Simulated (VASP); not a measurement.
# In (Fd-3m) in VASP: further runs

The runs below take In through single point, with revPBE.

Everything below comes from runs of VASP 6.6.1. Logs are shortened: lines on timing, memory, paths and dates and some standing lists are left out, and cuts for length are marked.

## Step 1: The cell of the first run

It takes space group Fd-3m (No. 227, cubic). The conventional cell has a = 6.639 Å, b = 6.639 Å, c = 6.639 Å, α = 90.00°, β = 90.00°, γ = 90.00°. Within 3.8 Å of In (site symmetry -43m) lie 4 In at 2.87 Å.

This isn't the form of In at room conditions, which is tetragonal.

## Step 2: Single point, revPBE (36.58 Å³/atom)

Contents of INCAR:

```
PREC     = Accurate       # precision mode
ENCUT    = 520            # plane-wave cutoff, eV
EDIFF    = 1E-6           # SCF threshold, eV
ISMEAR   = -1             # smearing method
SIGMA    = 0.1            # smearing width, eV
LREAL    = F              # projectors in reciprocal space
LASPH    = T              # aspherical terms in the spheres
NELM     = 100            # most SCF steps
ALGO     = Normal         # electronic algorithm
ISIF     = 2              # what is computed and relaxed
LWAVE    = F              # write WAVECAR
LCHARG   = T              # write CHGCAR
GGA      = RE             # functional
LELF     = T              # ELF
LVHAR    = T            
NBANDS   = 20             # bands
```

Contents of KPOINTS:

```
Automatic mesh
0
Gamma
  9 9 9
```

Contents of POSCAR:

```
In
1.0
    0.0000000000      3.3196553890      3.3196553890
    3.3196553890      0.0000000000      3.3196553890
    3.3196553890      3.3196553890      0.0000000000
In
2
Direct
    0.1250000000      0.1250000000      0.1250000000
    0.8750000000      0.8750000000      0.8750000000
```

Potentials or basis: VASP PAW PBE potentials, release 64 (In_d).

Started as:

```sh
> cat potpaw_PBE.64/In_d/POTCAR > POTCAR
> mpirun -np 1 vasp_std > vasp.out
```

OUTCAR:

```text
PREC = Accurate
   ENCUT = 520
   EDIFF = 1E-6
   ISMEAR = -1
   LREAL = F
   LASPH = T
   NELM = 100
   ISIF = 2
   GGA = RE

 ion  position               nearest neighbor table
   1  0.125  0.125  0.125-   2 2.87   2 2.87   2 2.87   2 2.87
   2  0.875  0.875  0.875-   1 2.87   1 2.87   1 2.87   1 2.87

  LATTYP: Found a face centered cubic cell.
 ALAT       =     6.6393107780

  Lattice vectors:

 A1 = (   0.0000000000,   3.3196553890,   3.3196553890)
 A2 = (   3.3196553890,   0.0000000000,   3.3196553890)
 A3 = (   3.3196553890,   3.3196553890,   0.0000000000)

Analysis of symmetry for initial positions (statically):
=====================================================================
 Subroutine PRICEL returns:
 Original cell was already a primitive cell.

 Routine SETGRP: Setting up the symmetry group for a
 face centered cubic supercell.

 Subroutine GETGRP returns: Found 48 space group operations
 (whereof 12 operations were pure point group operations)
 out of a pool of 48 trial point group operations.

The static configuration has the point symmetry D_3d.
 The point group associated with its full space group is O_h .

Analysis of symmetry for dynamics (positions and initial velocities):
=====================================================================
 Subroutine PRICEL returns:
 Original cell was already a primitive cell.

 Routine SETGRP: Setting up the symmetry group for a
 face centered cubic supercell.

 Subroutine GETGRP returns: Found 48 space group operations
 (whereof 12 operations were pure point group operations)
 out of a pool of 48 trial point group operations.

The dynamic configuration has the point symmetry D_3d.
 The point group associated with its full space group is O_h .

 Subroutine INISYM returns: Found 48 space group operations
 (whereof 12 operations are pure point group operations),
 and found     1 'primitive' translations

----------------------------------------------------------------------------------------

                                     Primitive cell

  volume of cell :      73.1659

  direct lattice vectors                    reciprocal lattice vectors
     0.000000000  3.319655389  3.319655389    -0.150618044  0.150618044  0.150618044
[... 73 lines left out ...]
   ions per type =               2
   NGX,Y,Z   is equivalent  to a cutoff of  12.75, 12.75, 12.75 a.u.
   NGXF,Y,Z  is equivalent  to a cutoff of  25.50, 25.50, 25.50 a.u.
 SYSTEM =  unknown system
   PREC   = accura    normal or accurate (medium, high low for compatibility)
   ISTART =      0    job   : 0-new  1-cont  2-samecut
   ICHARG =      2    charge: 1-file 2-atom 10-const
   ISPIN  =      1    spin polarized calculation?
   LNONCOLLINEAR =      F non collinear calculations
   LSORBIT =      F    spin-orbit coupling
   LASPH  =      T    aspherical Exc in radial PAW
   ENCUT  =  520.0 eV  38.22 Ry    6.18 a.u.   8.73  8.73  8.73*2*pi/ulx,y,z
   NELM   =    100;   NELMIN=  2; NELMDL= -5     # of ELM steps
   EDIFF  = 0.1E-05   stopping-criterion for ELM
   LREAL  =      F    real-space projection
   EDIFFG = 0.1E-04   stopping-criterion for IOM
   NSW    =      0    number of steps for IOM
   IBRION =     -1    ionic relax: 0-MD 1-quasi-New 2-CG
   NFREE  =      0    steps in history (QN), initial steepest desc. (CG)
   ISIF   =      2    stress and relaxation
   ISYM   =      2    0-nonsym 1-usesym 2-fastsym
   POTIM  = 0.5000    time-step for ionic-motion
   TEBEG  =    0.0;   TEEND  =   0.0 temperature during run
   PSTRESS=    0.0 pullay stress
   NELECT =      26.0000    total number of electrons
   NUPDOWN=      -1.0000    fix difference up-down
   EMIN   =  10.00;   EMAX   =-10.00  energy-range for DOS
   EFERMI =   0.00;   METHOD = LEGACY
   ISMEAR =    -1;   SIGMA  =   0.10  broadening in eV -4-tet -1-fermi 0-gaus
   EFERMI_NEDOS =   21; number of points for ismear=-14 and -15
   IALGO  =     38    algorithm
   IMIX   =      4    mixing-type and parameters
     AMIX     =   0.40;   BMIX     =  1.00
     AMIX_MAG =   1.60;   BMIX_MAG =  1.00
  volume/ion in A,a.u.               =      36.58       246.87
  Fermi-wavevector in a.u.,A,eV,Ry     =   1.159568  2.191266 18.294371  1.344598
  Thomas-Fermi vector in A             =   2.296159
   LORBIT       =      0    0 simple, 1 ext, 2 COOP (PROOUT), +10 PAW based schemes
   GGA     = RE    functional components
   LHFCALC =     F    Hartree Fock is set to
   AEXX    =    0.0000 exact exchange contribution
   IVDW    =     0    specifies the selected vdW correction
   LEPSILON=     F    determine dielectric tensor
   LRPA    =     F    only Hartree local field effects (RPA)
 non-spin polarized calculation
  energy-cutoff  :      520.00
  volume of cell :       73.17
 maximum number of plane-waves:      2004
   NGX = 17   NGY = 17   NGZ = 17

 number of electron      26.0000017 magnetization

 Free energy of the ion-electron system (eV)
  ---------------------------------------------------
  ext. energy  EPLUGINS =         0.00000000
  ---------------------------------------------------
  free energy    TOTEN  =        -3.87716555 eV

  energy without entropy =       -3.82223219  energy(sigma->0) =       -3.84969887

 E-fermi :   4.0286     XC(G=0):  -8.3550

 val. band max:        4.0003268038   @ k =   0.3333   0.3333   0.0000
 cond. band min:       4.0531593013   @ k =   0.4444   0.3333   0.1111
 fundamental gap:      0.0528324975
 Fermi energy:         4.0286055701

 k-point     1 :       0.0000    0.0000    0.0000
  band No.  band energies     occupation
      1     -10.6675      2.00000
      2     -10.6675      2.00000
      3     -10.6675      2.00000
      4     -10.6024      2.00000
      5     -10.6024      2.00000
      6     -10.1789      2.00000
[... 541 lines left out ...]
     19      14.3408      0.00000
     20      15.4603      0.00000

 [... further k-points ...]
[... 5 lines left out ...]
  --------------------------------------------------------------------------------------
  -------------------------------------------------------------------------------------
  Total        0.8975833      0.8975833      0.8975833     -0.0000000      0.0000000      0.0000000
  in kB       19.6551500     19.6551500     19.6551500     -0.0000000      0.0000000      0.0000000
  external PRESSURE =      19.6551500 kB  Pullay stress =       0.0000000 kB

 VOLUME and BASIS-vectors are now :
 -----------------------------------------------------------------------------
  energy-cutoff  :      520.00
  volume of cell :       73.17
      direct lattice vectors                 reciprocal lattice vectors
     0.000000000  3.319655389  3.319655389    -0.150618044  0.150618044  0.150618044
     3.319655389  0.000000000  3.319655389     0.150618044 -0.150618044  0.150618044
     3.319655389  3.319655389  0.000000000     0.150618044  0.150618044 -0.150618044

 POSITION                                       TOTAL-FORCE (eV/Angst)
 -----------------------------------------------------------------------------------
      0.82991      0.82991      0.82991         0.000000     -0.000000      0.000000
      5.80940      5.80940      5.80940        -0.000000      0.000000     -0.000000
 -----------------------------------------------------------------------------------
    total drift:                                0.000000      0.000000      0.000000

  FREE ENERGIE OF THE ION-ELECTRON SYSTEM (eV)
  ---------------------------------------------------
  free  energy   TOTEN  =        -3.8771655499 eV

  energy  without entropy=       -3.8222321862  energy(sigma->0) =       -3.84969887
```

Wall time 64 s (1 thread of Intel Xeon 8259CL, shared host); peak memory 0.22 GiB.

Results:

| Item | Value |
| --- | --- |
| Free energy | -3.8772 eV |
| Pressure | 2.0 GPa |
| Band gap on the k mesh | zero (bands 13 and 14 overlap by 3.13 eV) |

Levels at points of the mesh, in eV from the Fermi level:
```tsv
k point	band 10	band 11	band 12	band 13	band 14	band 15	band 16	band 17
(0.00, 0.00, 0.00)	-14.16	-8.01	2.31	2.34	2.34	2.34	4.01	4.01
```

Caveat: the PAW data sets were made with another functional, which shifts forces and pressure a little; spin-orbit coupling is left out, which moves the levels of the heavy elements.

## Step 3: Single point, revPBE (38.17 Å³/atom)

This run uses another cell than the first one, of 38.17 Å³/atom.

Contents of INCAR:

```
PREC = Accurate
ENCUT = 520
EDIFF = 1E-6
ISMEAR = -1
SIGMA = 0.1
LREAL = F
LASPH = T
NELM = 80
ALGO = Normal
ISIF = 2
LWAVE = F
LCHARG = T
GGA = RE
LELF = T
LVHAR = T
NBANDS = 20
```

KPOINTS is that of step 2.

Contents of POSCAR:

```
In
1.0
    0.0000000000      3.3670854454      3.3670854454
    3.3670854454      0.0000000000      3.3670854454
    3.3670854454      3.3670854454      0.0000000000
In
2
Direct
    0.1250000000      0.1250000000      0.1250000000
    0.8750000000      0.8750000000      0.8750000000
```

Potentials or basis: VASP PAW PBE potentials, release 64 (In_d).

Started as:

```sh
> cat potpaw_PBE.64/In_d/POTCAR > POTCAR
> mpirun -np 1 vasp_std > vasp.out
```

OUTCAR:

```text
PREC = Accurate
   ENCUT = 520
   EDIFF = 1E-6
   ISMEAR = -1
   LREAL = F
   LASPH = T
   NELM = 80
   ISIF = 2
   GGA = RE

 ion  position               nearest neighbor table
   1  0.125  0.125  0.125-   2 2.92   2 2.92   2 2.92   2 2.92
   2  0.875  0.875  0.875-   1 2.92   1 2.92   1 2.92   1 2.92

  LATTYP: Found a face centered cubic cell.
 ALAT       =     6.7341708908

  Lattice vectors:

[... 187 lines left out ...]
  band No.  band energies     occupation
      1     -10.9458      2.00000
      2     -10.9458      2.00000
      3     -10.9458      2.00000
      4     -10.8856      2.00000
      5     -10.8856      2.00000
      6     -10.5026      2.00000
[... 541 lines left out ...]
     19      13.6275      0.00000
     20      14.8445      0.00000

 [... further k-points ...]
[... 5 lines left out ...]
  --------------------------------------------------------------------------------------
  -------------------------------------------------------------------------------------
  Total        0.4031299      0.4031299      0.4031299     -0.0000000      0.0000000      0.0000000
  in kB        8.4598609      8.4598609      8.4598609     -0.0000000      0.0000000      0.0000000
  external PRESSURE =       8.4598609 kB  Pullay stress =       0.0000000 kB

 VOLUME and BASIS-vectors are now :
 -----------------------------------------------------------------------------
  energy-cutoff  :      520.00
  volume of cell :       76.35
      direct lattice vectors                 reciprocal lattice vectors
     0.000000000  3.367085445  3.367085445    -0.148496380  0.148496380  0.148496380
     3.367085445  0.000000000  3.367085445     0.148496380 -0.148496380  0.148496380
     3.367085445  3.367085445  0.000000000     0.148496380  0.148496380 -0.148496380

 POSITION                                       TOTAL-FORCE (eV/Angst)
 -----------------------------------------------------------------------------------
      0.84177      0.84177      0.84177        -0.000000     -0.000000     -0.000000
      5.89240      5.89240      5.89240         0.000000      0.000000      0.000000
 -----------------------------------------------------------------------------------
    total drift:                                0.000000      0.000000      0.000000

  FREE ENERGIE OF THE ION-ELECTRON SYSTEM (eV)
  ---------------------------------------------------
  free  energy   TOTEN  =        -3.9054309916 eV

  energy  without entropy=       -3.8475014364  energy(sigma->0) =       -3.87646621
```

OSZICAR:

```text
N       E                     dE             d eps       ncg     rms          rms(c)
DAV:   1     0.209558302040E+03    0.20956E+03   -0.12810E+04  1404   0.157E+03
DAV:   2     0.125213068420E+02   -0.19704E+03   -0.19349E+03  1404   0.360E+02
DAV:   3    -0.336811320090E+01   -0.15889E+02   -0.15814E+02  1656   0.118E+02
DAV:   4    -0.387802738116E+01   -0.50991E+00   -0.50973E+00  1608   0.246E+01
DAV:   5    -0.390708985170E+01   -0.29062E-01   -0.29061E-01  2164   0.494E+00    0.313E+00
DAV:   6    -0.389900419387E+01    0.80857E-02   -0.50656E-02  1900   0.348E+00    0.152E+00
DAV:   7    -0.390364605149E+01   -0.46419E-02   -0.18129E-02  1872   0.190E+00    0.361E-01
DAV:   8    -0.390529682848E+01   -0.16508E-02   -0.24510E-03  1820   0.394E-01    0.689E-02
DAV:   9    -0.390537359599E+01   -0.76768E-04   -0.10720E-04  1712   0.997E-02    0.251E-02
DAV:  10    -0.390542673924E+01   -0.53143E-04   -0.12351E-04  1484   0.730E-02    0.132E-02
DAV:  11    -0.390542789467E+01   -0.11554E-05   -0.20385E-06  1488   0.929E-03    0.115E-02
DAV:  12    -0.390543001419E+01   -0.21195E-05   -0.23091E-06  1212   0.789E-03    0.484E-03
DAV:  13    -0.390543099163E+01   -0.97744E-06   -0.24058E-07  1076   0.516E-03
   1 F= -.39054310E+01 E0= -.38764662E+01  d E =-.579296E-01
```

Wall time 56 s (1 thread of Intel Xeon 8259CL, shared host); peak memory 0.22 GiB.

What came out:

```
Free energy            : -3.9054 eV
Pressure               : 0.8 GPa
Band gap on the k mesh : zero (bands 13 and 14 overlap by 2.96 eV)
```

Caveat: the PAW data sets were made with another functional, which shifts forces and pressure a little; spin-orbit coupling is left out, which moves the levels of the heavy elements.

## Step 4: Single point, revPBE (39.76 Å³/atom)

This run uses another cell than the first one, of 39.76 Å³/atom.

Contents of INCAR:

```
SYSTEM = In
PREC = Accurate
ENCUT = 520
EDIFF = 1E-6
ISMEAR = -1
SIGMA = 0.1
LREAL = .False.
LASPH = .True.
NELM = 100
ALGO = Normal
ISIF = 2
LWAVE = .False.
LCHARG = .False.
GGA = RE
NBANDS = 20
```

Contents of KPOINTS:

```
Automatic mesh
0
Gamma
  9 9 9
  0 0 0
```

Contents of POSCAR:

```
In
1.0
    0.0000000000      3.4132156359      3.4132156359
    3.4132156359      0.0000000000      3.4132156359
    3.4132156359      3.4132156359      0.0000000000
In
2
Direct
    0.1250000000      0.1250000000      0.1250000000
    0.8750000000      0.8750000000      0.8750000000
```

Started as:

```sh
> cat potpaw_PBE.64/In_d/POTCAR > POTCAR
> mpirun -np 1 vasp_std > vasp.out
```

Wall time 66 s (1 thread of Intel Xeon 8259CL, shared host); peak memory 0.22 GiB.

Results (log left out):

| Quantity | Value |
| --- | --- |
| Free energy | -3.9140 eV |
| Pressure | 0.0 GPa |
| Band gap on the k mesh | zero (bands 13 and 14 overlap by 2.81 eV) |

Levels at points of the mesh, in eV from the Fermi level:
| k point | band 9 | band 10 | band 11 | band 12 | band 13 | band 14 | band 15 | band 16 | band 17 | band 18 |
| --- | --- | --- | --- | --- | --- | --- | --- | --- | --- | --- |
| (0.00, 0.00, 0.00) | -14.20 | -14.20 | -7.66 | 1.61 | 2.12 | 2.12 | 2.12 | 3.80 | 3.80 | 3.80 |

Caveat: the PAW data sets were made with another functional, which shifts forces and pressure a little; spin-orbit coupling is left out, which moves the levels of the heavy elements.

## Step 5: Overview

| cell | gap on the mesh (eV) | pressure (GPa) |
| --- | --- | --- |
| a = 4.695 Å, angles 60.0°, 2 atoms | none | 2.0 |
| a = 4.762 Å, angles 60.0°, 2 atoms | none | 0.8 |
| a = 4.827 Å, angles 60.0°, 2 atoms | none | 0.0 |

Alike in all rows: task single point; level revPBE; potentials or basis VASP PAW PBE potentials, release 64 (In_d); no spin polarisation; k mesh 9 × 9 × 9; cutoff (eV) 520; smearing fermi-dirac 0.1 eV.

Caveats: the PAW data sets were made with another functional, which shifts forces and pressure a little; spin-orbit coupling is left out, which moves the levels of the heavy elements.

Total energies depend on the potentials used, so only differences within one code and one set of settings carry meaning.
